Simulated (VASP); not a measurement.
Write the native input for VASP 6.6.1 that does the following.

```
Task                   : electric field gradients
Functional             : PBE
Potentials or basis    : VASP PAW PBE potentials, release 64 (Sc_sv)
Cutoff                 : 520 eV
k mesh                 : 15 × 15 × 15
Occupations            : fermi-dirac, width 0.03 eV
Spin                   : no spin polarisation
Dipole correction      : no
Further INCAR settings : ALGO = Normal; EDIFF = 1e-08; NBANDS = 12
```

The structure of Sc lies in POSCAR:

```
Sc
1.0
    0.0000000000      2.2514192660      2.2514192660
    2.2514192660      0.0000000000      2.2514192660
    2.2514192660      2.2514192660      0.0000000000
Sc
1
Direct
    0.0000000000      0.0000000000      0.0000000000
```

This isn't the form of Sc at room conditions, which is hcp.

One way to write it, as run:

INCAR

```
PREC = Accurate ; ENCUT = 520
EDIFF = 1E-8 ; ISMEAR = -1
SIGMA = 0.03 ; LREAL = False
LASPH = True ; NELM = 100
ALGO = Normal ; ISIF = 2
LWAVE = False ; LCHARG = False
GGA = PE ; LEFG = True
NBANDS = 12
```

KPOINTS

```
Automatic mesh
0
Gamma
  15 15 15
```

Potentials or basis: VASP PAW PBE potentials, release 64 (Sc_sv).

Run with:

```sh
$ cat potpaw_PBE.64/Sc_sv/POTCAR > POTCAR
$ mpirun -np 1 vasp_std > vasp.out
```

It gave:

The pressure is 4.5 GPa. The band gap on the k mesh is zero (an odd number of electrons rules out a gap without spin polarisation) and the largest electric field gradient by atom is zero within the noise of the run.

Caveat: the cell stands under pressure.

Wall time 22 s on 1 thread of Intel(R) Xeon(R) Platinum 8259CL CPU @ 2.50GHz (Skylake/Cascade Lake), on a shared host, peak memory 0.15 GiB.
